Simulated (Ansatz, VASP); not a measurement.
## EuRu3 in VASP and in Ansatz

INCAR

```
SYSTEM = EuRu3
  ALGO = Fast
  EDIFF = 1E-6
  ENCUT = 520
  GGA = PE
  ISIF = 2
  ISMEAR = 0
  ISPIN = 2
  LASPH = .TRUE.
  LCHARG = .TRUE.
  LDAU = .TRUE.
  LDAUJ = 0 0
  LDAUL = 3 -1
  LDAUPRINT = 1
  LDAUTYPE = 2
  LDAUU = 6 0
  LELF = .TRUE.
  LMAXMIX = 6
  LORBIT = 11
  LREAL = .FALSE.
  LVHAR = .TRUE.
  LWAVE = .FALSE.
  MAGMOM = 7 0 0 0
  NBANDS = 42
  NELM = 150
  PREC = Accurate
  SIGMA = 0.05
```

KPOINTS

```
k-points
0
G
  3 3 3
  0 0 0
```

File POSCAR:

```
EuRu3
1.0
    4.2530312861      0.0000000000      0.0000000000
    0.0000000000      4.2530312861      0.0000000000
    0.0000000000      0.0000000000      4.2530312861
Eu Ru
1 3
Direct
    0.0000000000      0.0000000000      0.0000000000
    0.0000000000      0.5000000000      0.5000000000
    0.5000000000      0.5000000000      0.0000000000
    0.5000000000      0.0000000000      0.5000000000
```

Input for Ansatz:

```yaml
crystal:
  lattice:
    - [4.2530312861, 0.0, 0.0]
    - [0.0, 4.2530312861, 0.0]
    - [0.0, 0.0, 4.2530312861]
  atoms:
    - { symbol: Eu, position: [0.0, 0.0, 0.0], spin: 7.0 }
    - { symbol: Ru, position: [0.0, 0.5, 0.5] }
    - { symbol: Ru, position: [0.5, 0.5, 0.0] }
    - { symbol: Ru, position: [0.5, 0.0, 0.5] }
basis:
  ecutwfc: 420
  ecutrho_ratio: 4
kpoints:
  mp_grid: { grid: [3, 3, 3] }
hamiltonian:
  xc: pbe
  hubbard: { sites: [{ species: Eu, l: f, u_eff: 6.0 }] }
scf:
  occupations: { method: gaussian, width: 0.05 }
output:
  forces: true
  stress: true
  eigenvalues: true
  populations: true
  hubbard: { sites: [{ species: Eu, l: f }] }
magnetization:
  spin_polarized: true
```

Alike in both runs: task single point; functional PBE; k mesh 3 × 3 × 3; occupations gaussian, width 0.05 eV; collinear spin; Hubbard terms Eu f U = 6.0 eV.

```csv
,VASP,Ansatz
version,VASP 6.6.1,Ansatz 0.2.0
potentials or method,"VASP PAW PBE potentials, release 64 (Eu, Ru_pv), cutoff 520 eV","scalar-relativistic, plane waves, PAW"
valence electrons in the cell,59,65
```

```tsv
	VASP	Ansatz	Ansatz less VASP
gap on the k mesh at the Fermi level (eV)	none	none	-
pressure (GPa)	-10.4	-11.3	-0.93
net moment per atom (μB)	0.66	0.92	+0.258
size of the moment on the site where the two differ most (μB)	1.34	1.04	-0.306
```

The net moments are unlike, so the other rows may belong to different states. Site moments also hang on the region over which each program counts them. The programs project onto different local orbitals, so the same U acts differently, and such runs can settle in different states. A gap of «none» marks a metal or a gap that the smearing closes. VASP's potentials hold 59 valence electrons a cell and Ansatz's 65, so a difference there can come from the potentials and not from the codes. Ansatz's warnings: filled band counts differ across k points, open shell order in doubt, stability check not made.

The k mesh is coarse, so the values compare programs but aren't converged. Spin-orbit coupling is off throughout.
